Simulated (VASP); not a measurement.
Input of a VASP 6.6.1 run:

INCAR

```
SYSTEM = Ge
PREC     = Accurate       ! precision mode
ENCUT    = 520            ! plane-wave cutoff, eV
EDIFF    = 1E-6           ! SCF threshold, eV
ISMEAR   = -1             ! smearing method
SIGMA    = 0.05           ! smearing width, eV
LREAL    = .False.        ! projectors in reciprocal space
LASPH    = .True.         ! aspherical terms in the spheres
NELM     = 60             ! most SCF steps
ALGO     = Normal         ! electronic algorithm
ISIF     = 2              ! what is computed and relaxed
LWAVE    = .False.        ! write WAVECAR
LCHARG   = .True.         ! write CHGCAR
GGA      = PS             ! functional
LELF     = .True.         ! ELF
LVHAR    = .True.       
NBANDS   = 21             ! bands
```

File KPOINTS:

```
regular mesh
0
Gamma
  8 8 8
  0 0 0
```

File POSCAR:

```
Ge
1.0
    0.0000000000      2.8380654900      2.8380654900
    2.8380654900      0.0000000000      2.8380654900
    2.8380654900      2.8380654900      0.0000000000
Ge
2
Direct
    0.7500000000      0.7500000000      0.7500000000
    0.5000000000      0.5000000000      0.5000000000
```

Potentials or basis: VASP PAW PBE potentials, release 64 (Ge_d).

Launch:

```bash
$ cat potpaw_PBE.64/Ge_d/POTCAR > POTCAR
$ mpirun -np 1 vasp_std > vasp.out
```

**Question.** Predict the band gap on the k mesh.

**Answer.** Zero (filled and empty bands touch).

**Question.** Estimate the pressure.

**Answer.** -0.4 GPa.

Caveat: the PAW data sets were made with another functional, which shifts forces and pressure a little.

**The experiment to reproduce.**

“Electronic and optical properties of SixGe1-x-ySny alloys lattice-matched to Ge”, 2021, arxiv:2109.02782 reports, for a bulk crystal of Ge at 293 K: band gap 0.666 eV (indirect).

Measured gap of Ge: 0.666 eV (indirect; 293 K; “Electronic and optical properties of SixGe1-x-ySny alloys lattice-matched to Ge”, 2021, arxiv:2109.02782). This calculation gives 0.00 eV (-0.67 eV). 3 values of this kind are on record (0.666 to 0.807 eV); this one was drawn at random among those near their median. Spin-orbit coupling on Ge is left out. The value is that of PBEsol on a finite k mesh, which can miss the band edges, without temperature or zero-point motion. Semilocal functionals fall short of measured gaps as a rule.
